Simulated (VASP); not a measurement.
# WS2 (R3m) in VASP: further runs

The runs below take WS2 through single point, with PBEsol.

All numbers are computed with VASP 6.6.1; they aren't measurements. Logs are shortened: lines on timing, memory, paths and dates and some standing lists are left out, and cuts for length are marked.

## 1. The cell of the first run

Symmetry: R3m, No. 160, trigonal system. The conventional cell has a = 3.148 Å, b = 3.148 Å, c = 19.111 Å, α = 90.00°, β = 90.00°, γ = 120.00°. Within 3.2 Å of W (site symmetry 3m) lie 6 S at 2.40 Å and 6 W at 3.15 Å. Within 3.2 Å of S (site symmetry 3m) lie 3 W at 2.40 Å and 7 S at 3.13 to 3.15 Å. S (site symmetry 3m) has 3 W at 2.40 Å and 7 S at 3.13 to 3.15 Å within 3.2 Å.

## 2. Single point, PBEsol

INCAR reads:

```
  PREC = Accurate
  ENCUT = 520
  EDIFF = 1E-7
  ISMEAR = 0
  SIGMA = 0.02
  LREAL = False
  LASPH = True
  NELM = 60
  ALGO = Normal
  ISIF = 2
  LWAVE = False
  LCHARG = False
  GGA = PS
  NBANDS = 20
```

KPOINTS reads:

```
Automatic mesh
0
Gamma
  12 12 12
```

POSCAR reads:

```
WS2
1.0
    1.5738034039      0.9086358189      6.3704647192
   -1.5738034039      0.9086358189      6.3704647192
    0.0000000000     -1.8172716377      6.3704647192
W S
1 2
Direct
   -0.0006715137     -0.0006715137     -0.0006715137
    0.7479630317      0.7479630317      0.7479630317
    0.5840084821      0.5840084821      0.5840084821
```

Potentials or basis: VASP PAW PBE potentials, release 64 (W_sv, S).

Launch:

```bash
$ cat potpaw_PBE.64/W_sv/POTCAR potpaw_PBE.64/S/POTCAR > POTCAR
$ mpirun -np 1 vasp_std > vasp.out
```

OUTCAR:

```text
PREC = Accurate
   ENCUT = 520
   EDIFF = 1E-7
   ISMEAR = 0
   LREAL = False
   LASPH = True
   NELM = 60
   ISIF = 2
   GGA = PS

 ion  position               nearest neighbor table
   1  0.999  0.999  0.999-   2 2.40   2 2.40   2 2.40   3 2.40   3 2.40   3 2.40
   2  0.748  0.748  0.748-   1 2.40   1 2.40   1 2.40
   3  0.584  0.584  0.584-   1 2.40   1 2.40   1 2.40

  LATTYP: Found a trigonal (rhomboedric) cell.
 ALAT       =     6.6245978704
 COS(alpha) =     0.8871213219

  Lattice vectors:

 A1 = (   1.5738034039,   0.9086358189,   6.3704647192)
 A2 = (  -1.5738034039,   0.9086358189,   6.3704647192)
 A3 = (   0.0000000000,  -1.8172716377,   6.3704647192)

Analysis of symmetry for initial positions (statically):
=====================================================================
 Subroutine PRICEL returns:
 Original cell was already a primitive cell.

 Routine SETGRP: Setting up the symmetry group for a
 trigonal (rhombohedral) supercell.

 Subroutine GETGRP returns: Found  6 space group operations
 (whereof  6 operations were pure point group operations)
 out of a pool of 12 trial point group operations.

The static configuration has the point symmetry C_3v.

Analysis of symmetry for dynamics (positions and initial velocities):
=====================================================================
 Subroutine PRICEL returns:
 Original cell was already a primitive cell.

 Routine SETGRP: Setting up the symmetry group for a
 trigonal (rhombohedral) supercell.

 Subroutine GETGRP returns: Found  6 space group operations
 (whereof  6 operations were pure point group operations)
 out of a pool of 12 trial point group operations.

The dynamic configuration has the point symmetry C_3v.

 Subroutine INISYM returns: Found  6 space group operations
 (whereof  6 operations are pure point group operations),
 and found     1 'primitive' translations

----------------------------------------------------------------------------------------

                                     Primitive cell

  volume of cell :      54.6591

  direct lattice vectors                    reciprocal lattice vectors
     1.573803404  0.908635819  6.370464719     0.317701689  0.183425156  0.052324806
    -1.573803404  0.908635819  6.370464719    -0.317701689  0.183425156  0.052324806
     0.000000000 -1.817271638  6.370464719     0.000000000 -0.366850312  0.052324806

  length of vectors
     6.624597870  6.624597870  6.624597870     0.370563134  0.370563134  0.370563134

  position of ions in fractional coordinates (direct lattice)
     0.999328486  0.999328486  0.999328486
     0.747963032  0.747963032  0.747963032
     0.584008482  0.584008482  0.584008482

  ion indices of the primitive-cell ions
   primitive index   ion index
                 1           1
                 2           2
                 3           3

----------------------------------------------------------------------------------------

 KPOINTS: Automatic mesh

Automatic generation of k-mesh.
 Grid dimensions read from file:
 generate k-points for:   12   12   12

 Generating k-lattice:

  Cartesian coordinates                     Fractional coordinates (reciprocal lattice)
     0.026475141  0.015285430  0.004360401     0.083333333  0.000000000  0.000000000
    -0.026475141  0.015285430  0.004360401     0.000000000  0.083333333  0.000000000
     0.000000000 -0.030570859  0.004360401    -0.000000000 -0.000000000  0.083333333

  Length of vectors
     0.030880261  0.030880261  0.030880261

  Shift w.r.t. Gamma in fractional coordinates (k-lattice)
     0.000000000  0.000000000  0.000000000

 Subroutine IBZKPT returns following result:
 ===========================================

 Found    189 irreducible k-points:

 Following reciprocal coordinates:
            Coordinates               Weight
  0.000000  0.000000  0.000000      1.000000
  0.083333 -0.000000  0.000000      6.000000
  0.166667  0.000000  0.000000      6.000000
  0.250000 -0.000000  0.000000      6.000000
  0.333333  0.000000  0.000000      6.000000
  0.416667 -0.000000  0.000000      6.000000
[... 16 lines left out ...]
  0.500000  0.166667  0.000000     12.000000
 -0.416667  0.166667  0.000000     12.000000
 [... further k-points ...]
   k-points           NKPTS =    189   k-points in BZ     NKDIM =    189   number of bands    NBANDS=     20
   number of dos      NEDOS =    301   number of ions     NIONS =      3
   total plane-waves  NPLWV = 125000
   dimension x,y,z NGX =    50 NGY =   50 NGZ =   50
   dimension x,y,z NGXF=   100 NGYF=  100 NGZF=  100
   ions per type =               1   2
   NGX,Y,Z   is equivalent  to a cutoff of  12.55, 12.55, 12.55 a.u.
   NGXF,Y,Z  is equivalent  to a cutoff of  25.10, 25.10, 25.10 a.u.
 SYSTEM =  unknown system
   PREC   = accura    normal or accurate (medium, high low for compatibility)
   ISTART =      0    job   : 0-new  1-cont  2-samecut
   ICHARG =      2    charge: 1-file 2-atom 10-const
   ISPIN  =      1    spin polarized calculation?
   LNONCOLLINEAR =      F non collinear calculations
   LSORBIT =      F    spin-orbit coupling
   LASPH  =      T    aspherical Exc in radial PAW
   ENCUT  =  520.0 eV  38.22 Ry    6.18 a.u.  12.32 12.32 12.32*2*pi/ulx,y,z
   NELM   =     60;   NELMIN=  2; NELMDL= -5     # of ELM steps
   EDIFF  = 0.1E-06   stopping-criterion for ELM
   LREAL  =      F    real-space projection
   EDIFFG = 0.1E-05   stopping-criterion for IOM
   NSW    =      0    number of steps for IOM
   IBRION =     -1    ionic relax: 0-MD 1-quasi-New 2-CG
   NFREE  =      0    steps in history (QN), initial steepest desc. (CG)
   ISIF   =      2    stress and relaxation
   ISYM   =      2    0-nonsym 1-usesym 2-fastsym
   POTIM  = 0.5000    time-step for ionic-motion
   TEBEG  =    0.0;   TEEND  =   0.0 temperature during run
   PSTRESS=    0.0 pullay stress
   NELECT =      26.0000    total number of electrons
   NUPDOWN=      -1.0000    fix difference up-down
   EMIN   =  10.00;   EMAX   =-10.00  energy-range for DOS
   EFERMI =   0.00;   METHOD = LEGACY
   ISMEAR =     0;   SIGMA  =   0.02  broadening in eV -4-tet -1-fermi 0-gaus
   EFERMI_NEDOS =   21; number of points for ismear=-14 and -15
   IALGO  =     38    algorithm
   IMIX   =      4    mixing-type and parameters
     AMIX     =   0.40;   BMIX     =  1.00
     AMIX_MAG =   1.60;   BMIX_MAG =  1.00
  volume/ion in A,a.u.               =      18.22       122.95
  Fermi-wavevector in a.u.,A,eV,Ry     =   1.277944  2.414963 22.220219  1.633140
  Thomas-Fermi vector in A             =   2.410515
   LORBIT       =      0    0 simple, 1 ext, 2 COOP (PROOUT), +10 PAW based schemes
   GGA     = PS    functional components
   LHFCALC =     F    Hartree Fock is set to
   AEXX    =    0.0000 exact exchange contribution
   IVDW    =     0    specifies the selected vdW correction
   LEPSILON=     F    determine dielectric tensor
   LRPA    =     F    only Hartree local field effects (RPA)
 non-spin polarized calculation
 Gauss-broadening in eV      SIGMA  =   0.02
  energy-cutoff  :      520.00
  volume of cell :       54.66
 maximum number of plane-waves:      1486
 NGX is ok and might be reduce to    50
   NGX = 25   NGY = 25   NGZ = 25

 number of electron      26.0000000 magnetization

 Free energy of the ion-electron system (eV)
  ---------------------------------------------------
  ext. energy  EPLUGINS =         0.00000000
  ---------------------------------------------------
  free energy    TOTEN  =       -25.27355836 eV

  energy without entropy =      -25.27355836  energy(sigma->0) =      -25.27355836

 E-fermi :   7.0864     XC(G=0): -10.9080

 val. band max:        6.9149769520   @ k =   0.5000   0.5000   0.5000
 cond. band min:       8.0781315876   @ k =  -0.1667   0.1667   0.0000
 fundamental gap:      1.1631546356
 Fermi energy:         7.0864345207

 k-point     1 :       0.0000    0.0000    0.0000
  band No.  band energies     occupation
      1     -67.5088      2.00000
      2     -31.7869      2.00000
      3     -31.5931      2.00000
      4     -31.5931      2.00000
      5      -8.5746      2.00000
      6      -6.6629      2.00000
[... 12 lines left out ...]
     19      14.9084      0.00000
     20      14.9884      0.00000

 k-point     2 :       0.0833   -0.0000    0.0000
  band No.  band energies     occupation
      1     -67.5074      2.00000
      2     -31.7822      2.00000
      3     -31.6191      2.00000
      4     -31.5991      2.00000
      5      -8.4528      2.00000
      6      -6.6248      2.00000
[... 12 lines left out ...]
     19      15.0563      0.00000
     20      15.4747      0.00000

 k-point     3 :       0.1667    0.0000    0.0000
  band No.  band energies     occupation
      1     -67.5038      2.00000
      2     -31.7694      2.00000
      3     -31.6896      2.00000
      4     -31.6155      2.00000
      5      -8.1048      2.00000
      6      -6.5160      2.00000
[... 12 lines left out ...]
     19      15.3337      0.00000
     20      16.0946      0.00000

 k-point     4 :       0.2500   -0.0000    0.0000
  band No.  band energies     occupation
      1     -67.4988      2.00000
      2     -31.7845      2.00000
      3     -31.7517      2.00000
      4     -31.6378      2.00000
      5      -7.5843      2.00000
      6      -6.3548      2.00000
[... 12 lines left out ...]
     19      15.2561      0.00000
     20      15.6250      0.00000

 k-point     5 :       0.3333    0.0000    0.0000
  band No.  band energies     occupation
      1     -67.4939      2.00000
      2     -31.8779      2.00000
      3     -31.7341      2.00000
      4     -31.6600      2.00000
      5      -6.9884      2.00000
      6      -6.1758      2.00000
[... 12 lines left out ...]
     19      14.3149      0.00000
     20      14.7755      0.00000
[... 353 lines left out ...]
      6      -6.2939      2.00000
[... 12 lines left out ...]
     19      15.1242      0.00000
     20      15.7748      0.00000

 k-point    22 :       0.4167    0.1667   -0.0000
  band No.  band energies     occupation
      1     -67.4921      2.00000
      2     -31.8777      2.00000
      3     -31.7276      2.00000
      4     -31.7033      2.00000
      5      -6.7344      2.00000
      6      -6.1180      2.00000
[... 12 lines left out ...]
     19      14.7706      0.00000
     20      15.5577      0.00000

 k-point    23 :       0.5000    0.1667    0.0000
  band No.  band energies     occupation
      1     -67.4889      2.00000
      2     -31.9229      2.00000
      3     -31.7310      2.00000
      4     -31.7163      2.00000
      5      -6.2792      2.00000
      6      -5.9678      2.00000
[... 12 lines left out ...]
     19      14.8335      0.00000
     20      15.4898      0.00000

 k-point    24 :      -0.4167    0.1667    0.0000
  band No.  band energies     occupation
      1     -67.4878      2.00000
      2     -31.9392      2.00000
      3     -31.7413      2.00000
      4     -31.7122      2.00000
      5      -6.1012      2.00000
      6      -5.9024      2.00000
[... 12 lines left out ...]
     19      15.1551      0.00000
     20      15.4863      0.00000

 [... further k-points ...]
[... 5 lines left out ...]
  --------------------------------------------------------------------------------------
  -------------------------------------------------------------------------------------
  Total        0.0294576      0.0294576      0.0501021      0.0000000      0.0000000      0.0000000
  in kB        0.8634667      0.8634667      1.4685998      0.0000000      0.0000000      0.0000000
  external PRESSURE =       1.0651777 kB  Pullay stress =       0.0000000 kB

 VOLUME and BASIS-vectors are now :
 -----------------------------------------------------------------------------
  energy-cutoff  :      520.00
  volume of cell :       54.66
      direct lattice vectors                 reciprocal lattice vectors
     1.573803404  0.908635819  6.370464719     0.317701689  0.183425156  0.052324806
    -1.573803404  0.908635819  6.370464719    -0.317701689  0.183425156  0.052324806
     0.000000000 -1.817271638  6.370464719     0.000000000 -0.366850312  0.052324806

 POSITION                                       TOTAL-FORCE (eV/Angst)
 -----------------------------------------------------------------------------------
      0.00000      0.00000     19.09856         0.000000     -0.000000     -0.000139
      0.00000      0.00000     14.29462         0.000000      0.000000      0.020794
      0.00000      0.00000     11.16122         0.000000     -0.000000     -0.020656
 -----------------------------------------------------------------------------------
    total drift:                                0.000000      0.000000      0.000177

  FREE ENERGIE OF THE ION-ELECTRON SYSTEM (eV)
  ---------------------------------------------------
  free  energy   TOTEN  =       -25.2735583596 eV

  energy  without entropy=      -25.2735583596  energy(sigma->0) =      -25.27355836
```

It took 8.6 min on 1 thread of AMD EPYC 9R45 (Zen 5), shared host; peak memory 0.43 GiB.

What came out:

| Quantity | Value |
| --- | --- |
| Free energy | -25.2736 eV |
| Pressure | 0.1 GPa |
| Largest force | 0.021 eV/Å |
| Band gap on the k mesh | 1.16 eV (least direct gap 1.93 eV) |

Forces in eV/Å, atoms in the order of the input:
```
W    0.000  0.000  0.000
S    0.000  0.000  0.021
S    0.000  0.000 -0.021
```

Levels at points of the mesh, in eV from the valence-band top:
| k point | band 9 | band 10 | band 11 | band 12 | band 13 | band 14 | band 15 | band 16 | band 17 | band 18 |
| --- | --- | --- | --- | --- | --- | --- | --- | --- | --- | --- |
| (0.00, 0.00, 0.00) | -3.37 | -2.10 | -2.10 | -1.67 | -1.12 | 2.43 | 2.43 | 2.69 | 2.69 | 4.84 |
| (0.50, 0.00, 0.00) | -5.17 | -3.99 | -2.50 | -1.65 | -1.57 | 2.50 | 2.77 | 3.75 | 4.15 | 4.51 |
| (0.50, 0.50, 0.00) | -4.93 | -3.93 | -2.98 | -1.78 | -1.42 | 2.47 | 2.93 | 3.36 | 4.50 | 5.00 |
| (0.50, 0.50, 0.50) | -3.38 | -3.38 | -2.08 | -2.08 | 0.00 | 2.49 | 2.49 | 2.59 | 2.59 | 5.08 |

Caveat: the PAW data sets were made with another functional, which shifts forces and pressure a little; spin-orbit coupling is left out, which moves the levels of the heavy elements. Expect the measured gap to be larger: semilocal functionals such as PBEsol lack the derivative discontinuity.

(Part 1 of 2 ends here.)
